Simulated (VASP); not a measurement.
Runs of VASP 6.6.1 on Mo. The structure is that of space group Im-3m (No. 229), or close to it. The cells are those of the table. 

```csv
cell,gap on the mesh (eV),pressure (GPa)
"a = 2.651 Å, angles 109.5°, 1 atom",none,17.2
"a = 2.688 Å, angles 109.5°, 1 atom",none,(a)
"a = 2.725 Å, angles 109.5°, 1 atom",none,-8.6
"a = 2.761 Å, angles 109.5°, 1 atom",none,(b)
"a = 2.796 Å, angles 109.5°, 1 atom",none,-24.9
```

Alike in all rows: task single point; level LDA; potentials or basis VASP PAW LDA potentials, release 64 (Mo_sv); no spin polarisation; k mesh 13 × 13 × 13; cutoff (eV) 520; smearing methfessel-paxton 0.1 eV.

Problem. Fill in the values left out.

Solution. (a) 2.9; (b) -17.6.

A k mesh can miss the band edges, and the runs leave out spin-orbit coupling on Mo.

A gap of «none» marks levels without a gap at the run's occupations.
